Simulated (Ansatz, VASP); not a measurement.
# Ir: VASP beside Ansatz

```
Ir
1.0
    -1.52324    1.52324    1.52324
     1.52324   -1.52324    1.52324
     1.52324    1.52324   -1.52324
Ir
1
Direct
  0.00000 0.00000 0.00000
```

Alike in both runs: task single point; functional r2SCAN; k mesh 16 × 16 × 16; occupations fermi-dirac, width 0.1 eV; no spin polarisation.

|  | VASP | Ansatz |
| --- | --- | --- |
| version | VASP 6.6.1 | Ansatz 0.2.0 |
| potentials or method | VASP PAW PBE potentials, release 64 (Ir), cutoff 520 eV | plane waves (500 eV) with PAW, scalar-relativistic |
| valence electrons in the cell | 9 | 17 |

```tsv
	VASP	Ansatz	Ansatz less VASP
pressure (GPa)	18.0	15.2	-2.84
```

VASP's potentials were made for PBE, not for r2SCAN. The functional is the same, so the differences come from potentials, cutoffs and numerics. VASP's potentials hold 9 valence electrons a cell and Ansatz's 17, so a difference there can come from the potentials and not from the codes.

Neither program's run includes spin-orbit coupling.
